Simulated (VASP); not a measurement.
# C13O in VASP: notebook

Runs on C13O. Level: PBE+D3(BJ). Tasks: single point.

Everything below comes from runs of VASP 6.6.1. Logs are shortened: lines on timing, memory, paths and dates and some standing lists are left out, and cuts for length are marked.

## 1. The cell of the first run

The cell holds a slab with vacuum, 14 atoms: a = 4.929 Å, b = 3.612 Å, c = 23.548 Å, α = 90.00°, β = 90.00°, γ = 80.17°.

## 2. Single point, PBE+D3(BJ)

Input file INCAR:

```
SYSTEM = C13O
PREC = Accurate
ENCUT = 520
EDIFF = 1E-6
ISMEAR = 0
SIGMA = 0.05
LREAL = .FALSE.
LASPH = .TRUE.
NELM = 60
ALGO = Normal
ISIF = 2
LWAVE = .FALSE.
LCHARG = .FALSE.
LDIPOL = .TRUE.
IDIPOL = 3
DIPOL = 0.5 0.5 0.307
GGA = PE
IVDW = 12
NBANDS = 42
```

Input file KPOINTS:

```
Automatic mesh
0
G
  6 8 1
  0 0 0
```

Input file POSCAR:

```
C13O
1.0
    4.9292228556      0.0000000000      0.0000000000
    0.6166369004      3.5586578569      0.0000000000
    0.0000000000      0.0000000000     23.5476436662
C O
13 1
Direct
    0.3564276904      0.1499632950      0.1698683765
    0.8564276904      0.1499632950      0.1698683765
    0.0989390319      0.2099625321      0.1987042506
    0.5989390319      0.2099625321      0.1987042506
    0.0841110515      0.3299262085      0.2563592746
    0.5841110516      0.3299262085      0.2563592746
    0.3266667349      0.3895095996      0.2844286850
    0.8266667349      0.3895095996      0.2844286850
    0.3105178057      0.5194460749      0.3444814082
    0.8105178057      0.5194460749      0.3444814082
    0.0532190510      0.5779316571      0.3693636522
    0.5532190510      0.5779316571      0.3693636522
    0.3032190510      1.0779316571      0.5498488023
    0.3032190510      1.0779316571      0.5010116440
```

Potentials or basis: VASP PAW PBE potentials, release 64 (C, O).

Launch:

```console
cat potpaw_PBE.64/C/POTCAR potpaw_PBE.64/O/POTCAR > POTCAR
mpirun -np 1 vasp_std > vasp.out
```

OUTCAR:

```text
SYSTEM = C13O
   PREC = Accurate
   ENCUT = 520
   EDIFF = 1E-6
   ISMEAR = 0
   LREAL = .FALSE.
   LASPH = .TRUE.
   NELM = 60
   ISIF = 2
   GGA = PE
   IVDW = 12
 IVDW          = 12

 ion  position               nearest neighbor table
   1  0.356  0.150  0.170-   3 1.42   4 1.42
   2  0.856  0.150  0.170-   4 1.42   3 1.42
   3  0.099  0.210  0.199-   1 1.42   5 1.42   2 1.42
   4  0.599  0.210  0.199-   2 1.42   6 1.42   1 1.42
   5  0.084  0.330  0.256-   8 1.41   7 1.41   3 1.42
   6  0.584  0.330  0.256-   7 1.41   8 1.41   4 1.42
   7  0.327  0.390  0.284-   6 1.41   5 1.41   9 1.49
   8  0.827  0.390  0.284-   5 1.41   6 1.41  10 1.49
   9  0.311  0.519  0.344-  11 1.38  12 1.38   7 1.49
  10  0.811  0.519  0.344-  12 1.38  11 1.38   8 1.49
  11  0.053  0.578  0.369-   9 1.38  10 1.38
  12  0.553  0.578  0.369-  10 1.38   9 1.38
  13  0.303  0.078  0.550-  14 1.15
  14  0.303  0.078  0.501-  13 1.15

  LATTYP: Found a simple monoclinic cell.
 ALAT       =     3.6116875293
 B/A-ratio  =     6.5198452178
 C/A-ratio  =     1.3647977062
 COS(beta)  =    -0.1707337347

  Lattice vectors:

 A1 = (   0.6166369004,   3.5586578569,   0.0000000000)
 A2 = (   0.0000000000,   0.0000000000, -23.5476436662)
 A3 = (  -4.9292228556,   0.0000000000,   0.0000000000)

Analysis of symmetry for initial positions (statically):
=====================================================================
 Subroutine PRICEL returns:
 Original cell was already a primitive cell.

 Routine SETGRP: Setting up the symmetry group for a
 simple monoclinic supercell.

 Subroutine GETGRP returns: Found  1 space group operations
 (whereof  1 operations were pure point group operations)
 out of a pool of  4 trial point group operations.

The static configuration has the point symmetry C_1 .

Analysis of symmetry for dynamics (positions and initial velocities):
=====================================================================
 Subroutine PRICEL returns:
 Original cell was already a primitive cell.

 Routine SETGRP: Setting up the symmetry group for a
 simple monoclinic supercell.

 Subroutine GETGRP returns: Found  1 space group operations
 (whereof  1 operations were pure point group operations)
 out of a pool of  4 trial point group operations.

The dynamic configuration has the point symmetry C_1 .

 Subroutine INISYM returns: Found  1 space group operations
 (whereof  1 operations are pure point group operations),
 and found     1 'primitive' translations

----------------------------------------------------------------------------------------

                                     Primitive cell

  volume of cell :     413.0591

  direct lattice vectors                    reciprocal lattice vectors
     4.929222856  0.000000000  0.000000000     0.202871736 -0.035153196  0.000000000
     0.616636900  3.558657857  0.000000000     0.000000000  0.281004817  0.000000000
     0.000000000  0.000000000 23.547643666     0.000000000  0.000000000  0.042467094

  length of vectors
     4.929222856  3.611687529 23.547643666     0.205894849  0.281004817  0.042467094

  position of ions in fractional coordinates (direct lattice)
     0.356427690  0.149963295  0.169868376
     0.856427690  0.149963295  0.169868376
     0.098939032  0.209962532  0.198704251
     0.598939032  0.209962532  0.198704251
     0.084111052  0.329926208  0.256359275
     0.584111052  0.329926208  0.256359275
     0.326666735  0.389509600  0.284428685
     0.826666735  0.389509600  0.284428685
     0.310517806  0.519446075  0.344481408
     0.810517806  0.519446075  0.344481408
     0.053219051  0.577931657  0.369363652
     0.553219051  0.577931657  0.369363652
     0.303219051  0.077931657  0.549848802
     0.303219051  0.077931657  0.501011644

  ion indices of the primitive-cell ions
   primitive index   ion index
                 1           1
                 2           2
                 3           3
                 4           4
                 5           5
                 6           6
                 7           7
                 8           8
                 9           9
                10          10
                11          11
                12          12
                13          13
                14          14

----------------------------------------------------------------------------------------

 KPOINTS: Automatic mesh

Automatic generation of k-mesh.
 Grid dimensions read from file:
 generate k-points for:    6    8    1

 Generating k-lattice:

  Cartesian coordinates                     Fractional coordinates (reciprocal lattice)
     0.033811956 -0.005858866  0.000000000     0.166666667  0.000000000  0.000000000
     0.000000000  0.035125602  0.000000000     0.000000000  0.125000000  0.000000000
     0.000000000  0.000000000  0.042467094     0.000000000  0.000000000  1.000000000

  Length of vectors
     0.034315808  0.035125602  0.042467094

  Shift w.r.t. Gamma in fractional coordinates (k-lattice)
     0.000000000  0.000000000  0.000000000

 Subroutine IBZKPT returns following result:
 ===========================================

 Found     26 irreducible k-points:

 Following reciprocal coordinates:
            Coordinates               Weight
  0.000000  0.000000  0.000000      1.000000
  0.166667 -0.000000  0.000000      2.000000
  0.333333 -0.000000  0.000000      2.000000
  0.500000 -0.000000  0.000000      1.000000
  0.000000  0.125000  0.000000      2.000000
  0.166667  0.125000  0.000000      2.000000
[... 16 lines left out ...]
  0.000000  0.500000  0.000000      1.000000
  0.166667  0.500000  0.000000      2.000000
 [... further k-points ...]
   k-points           NKPTS =     26   k-points in BZ     NKDIM =     26   number of bands    NBANDS=     42
   number of dos      NEDOS =    301   number of ions     NIONS =     14
   total plane-waves  NPLWV = 201600
   dimension x,y,z NGX =    40 NGY =   28 NGZ =  180
   dimension x,y,z NGXF=    80 NGYF=   56 NGZF=  360
   ions per type =              13   1
   NGX,Y,Z   is equivalent  to a cutoff of  13.49, 12.89, 12.71 a.u.
   NGXF,Y,Z  is equivalent  to a cutoff of  26.98, 25.78, 25.42 a.u.
 SYSTEM =  C13O
   PREC   = accura    normal or accurate (medium, high low for compatibility)
   ISTART =      0    job   : 0-new  1-cont  2-samecut
   ICHARG =      2    charge: 1-file 2-atom 10-const
   ISPIN  =      1    spin polarized calculation?
   LNONCOLLINEAR =      F non collinear calculations
   LSORBIT =      F    spin-orbit coupling
   LASPH  =      T    aspherical Exc in radial PAW
   ENCUT  =  520.0 eV  38.22 Ry    6.18 a.u.   9.17  6.72 43.78*2*pi/ulx,y,z
   NELM   =     60;   NELMIN=  2; NELMDL= -5     # of ELM steps
   EDIFF  = 0.1E-05   stopping-criterion for ELM
   LREAL  =      F    real-space projection
   EDIFFG = 0.1E-04   stopping-criterion for IOM
   NSW    =      0    number of steps for IOM
   IBRION =     -1    ionic relax: 0-MD 1-quasi-New 2-CG
   NFREE  =      0    steps in history (QN), initial steepest desc. (CG)
   ISIF   =      2    stress and relaxation
   ISYM   =      2    0-nonsym 1-usesym 2-fastsym
   POTIM  = 0.5000    time-step for ionic-motion
   TEBEG  =    0.0;   TEEND  =   0.0 temperature during run
   PSTRESS=    0.0 pullay stress
   NELECT =      58.0000    total number of electrons
   NUPDOWN=      -1.0000    fix difference up-down
   EMIN   =  10.00;   EMAX   =-10.00  energy-range for DOS
   EFERMI =   0.00;   METHOD = LEGACY
   ISMEAR =     0;   SIGMA  =   0.05  broadening in eV -4-tet -1-fermi 0-gaus
   EFERMI_NEDOS =   21; number of points for ismear=-14 and -15
   IALGO  =     38    algorithm
   IMIX   =      4    mixing-type and parameters
     AMIX     =   0.40;   BMIX     =  1.00
     AMIX_MAG =   1.60;   BMIX_MAG =  1.00
  volume/ion in A,a.u.               =      29.50       199.10
  Fermi-wavevector in a.u.,A,eV,Ry     =   0.850903  1.607974  9.851109  0.724036
  Thomas-Fermi vector in A             =   1.966953
   LORBIT       =      0    0 simple, 1 ext, 2 COOP (PROOUT), +10 PAW based schemes
   GGA     = PE    functional components
   LHFCALC =     F    Hartree Fock is set to
   AEXX    =    0.0000 exact exchange contribution
   IVDW    =    12    specifies the selected vdW correction
   LEPSILON=     F    determine dielectric tensor
   LRPA    =     F    only Hartree local field effects (RPA)
 non-spin polarized calculation
 Gauss-broadening in eV      SIGMA  =   0.05
  energy-cutoff  :      520.00
  volume of cell :      413.06
 maximum number of plane-waves:     11163
 NGX is ok and might be reduce to    40
   NGX = 19   NGY = 13   NGZ = 87

 dipolmoment           0.000000      0.000000      0.010755 electrons x Angstroem

 number of electron      57.9999997 magnetization

 dipolmoment           0.000000      0.000000     -0.030191 electrons x Angstroem

 Free energy of the ion-electron system (eV)
  ---------------------------------------------------
  ext. energy  EPLUGINS =         0.00000000
  ---------------------------------------------------
  free energy    TOTEN  =      -112.51418116 eV

  energy without entropy =     -112.49788091  energy(sigma->0) =     -112.50603104

 E-fermi :  -3.4109     XC(G=0):  -4.1684

 val. band max:       -3.4166897501   @ k =   0.3333  -0.0000   0.0000
 cond. band min:      -3.4012592444   @ k =  -0.3333   0.3750   0.0000
 fundamental gap:      0.0154305057
 Fermi energy:        -3.4109356113

 k-point     1 :       0.0000    0.0000    0.0000
  band No.  band energies     occupation
      1     -26.5093      2.00000
      2     -22.2077      2.00000
      3     -20.4655      2.00000
      4     -18.0751      2.00000
      5     -17.9839      2.00000
      6     -17.9279      2.00000
[... 33 lines left out ...]
     40       2.9242      0.00000
     41       3.1529      0.00000

 k-point     2 :       0.1667   -0.0000    0.0000
  band No.  band energies     occupation
      1     -26.5090      2.00000
      2     -22.0841      2.00000
      3     -20.3467      2.00000
      4     -19.1894      2.00000
      5     -17.9665      2.00000
      6     -17.6448      2.00000
[... 33 lines left out ...]
     40       3.1089      0.00000
     41       3.3136      0.00000

 k-point     3 :       0.3333   -0.0000    0.0000
  band No.  band energies     occupation
      1     -26.5086      2.00000
      2     -21.7145      2.00000
      3     -20.2558      2.00000
      4     -19.9915      2.00000
      5     -18.5997      2.00000
      6     -17.6412      2.00000
[... 33 lines left out ...]
     40       3.3159      0.00000
     41       3.6464      0.00000

 k-point     4 :       0.5000   -0.0000    0.0000
  band No.  band energies     occupation
      1     -26.5085      2.00000
      2     -21.1041      2.00000
      3     -21.1011      2.00000
      4     -19.4056      2.00000
      5     -19.4044      2.00000
      6     -17.1022      2.00000
[... 825 lines left out ...]
     40       4.8642      0.00000
     41       5.0898      0.00000

 k-point    23 :       0.0000    0.5000    0.0000
  band No.  band energies     occupation
      1     -26.4812      2.00000
      2     -21.9639      2.00000
      3     -20.3004      2.00000
      4     -18.0059      2.00000
      5     -17.8586      2.00000
      6     -17.7983      2.00000
[... 33 lines left out ...]
     40       4.8794      0.00000
     41       5.0178      0.00000

 k-point    24 :       0.1667    0.5000    0.0000
  band No.  band energies     occupation
      1     -26.4811      2.00000
      2     -21.8443      2.00000
      3     -20.1844      2.00000
      4     -19.0318      2.00000
      5     -17.8986      2.00000
      6     -17.5382      2.00000
[... 33 lines left out ...]
     40       5.1050      0.00000
     41       5.1505      0.00000

 [... further k-points ...]

 [bands above 41 left out]

------------------------ aborting loop because EDIFF is reached ----------------------------------------

 vacuum level on the upper side and lower side of the slab       (xc-potential included)        -0.159         0.146

 Edisp (eV)   -1.47608

 E8    (eV) :    -0.4328

  FORCE on cell =-STRESS in cart. coord.  units (eV):
  Direction    XX          YY          ZZ          XY          YZ          ZX
  --------------------------------------------------------------------------------------
  -------------------------------------------------------------------------------------
  Total      -0.32593    -0.16097     0.94694     0.06143     0.75210    -0.02350
  in kB      -1.26423    -0.62438     3.67301     0.23827     2.91727    -0.09116
  external pressure =        0.59 kB  Pullay stress =        0.00 kB

 VOLUME and BASIS-vectors are now :
 -----------------------------------------------------------------------------
  energy-cutoff  :      520.00
  volume of cell :      413.06
      direct lattice vectors                 reciprocal lattice vectors
     4.929222856  0.000000000  0.000000000     0.202871736 -0.035153196  0.000000000
     0.616636900  3.558657857  0.000000000     0.000000000  0.281004817  0.000000000
     0.000000000  0.000000000 23.547643666     0.000000000  0.000000000  0.042467094

 POSITION                                       TOTAL-FORCE (eV/Angst)
 -----------------------------------------------------------------------------------
      1.84938      0.53367      4.00000         0.011672      0.465106      1.680717
      4.31400      0.53367      4.00000         0.012112      0.461895      1.677062
      0.61716      0.74718      4.67902        -0.013395     -0.947683     -3.191108
      3.08177      0.74718      4.67902        -0.003170     -0.946812     -3.191186
      0.61805      1.17409      6.03666        -0.012923      0.469302      1.455117
      3.08266      1.17409      6.03666         0.006121      0.469792      1.454300
      1.85040      1.38613      6.69763        -0.000330      0.001248      0.025182
      4.31501      1.38613      6.69763        -0.002282     -0.002976      0.010004
      1.85092      1.84853      8.11173        -0.001513      0.023373      0.050097
      4.31553      1.84853      8.11173        -0.002687     -0.005070     -0.033772
      0.61870      2.05666      8.69764        -0.026970      0.011758      0.059114
      3.08331      2.05666      8.69764         0.034133     -0.001462      0.048755
      1.54269      0.27733     12.94764         0.000280     -0.001682     -0.732391
      1.54269      0.27733     11.79764        -0.001047      0.003213      0.688110
 -----------------------------------------------------------------------------------
    total drift:                                0.000433     -0.000891     -0.000700

  FREE ENERGIE OF THE ION-ELECTRON SYSTEM (eV)
  ---------------------------------------------------
  free  energy   TOTEN  =      -113.9902594106 eV

  energy  without entropy=     -113.9739591599  energy(sigma->0) =     -113.98210929

 vacuum level on the upper side and lower side of the slab         3.123         3.434
```

It took 8.8 min on 1 thread of Intel Xeon 6975P-C (Granite Rapids), shared host; peak memory 0.65 GiB.

What came out:

```yaml
Free_energy: -113.9903 eV
Largest_force: 3.329 eV/Å
Band_gap_on_the_k_mesh: zero (bands 29 and 30 overlap by 0.06 eV)
Dispersion_energy_per_atom: -0.105 eV
```

Forces on the atoms (eV/Å):
```
C    0.012  0.465  1.681
C    0.012  0.462  1.677
C   -0.013 -0.948 -3.191
C   -0.003 -0.947 -3.191
C   -0.013  0.469  1.455
C    0.006  0.470  1.454
C    0.000  0.001  0.025
C   -0.002 -0.003  0.010
C   -0.002  0.023  0.050
C   -0.003 -0.005 -0.034
C   -0.027  0.012  0.059
C    0.034 -0.001  0.049
C    0.000 -0.002 -0.732
O   -0.001  0.003  0.688
```

(Continued in part 2 of 3.)

The gap in the log of VASP goes by the Fermi energy; the results here count the filled bands.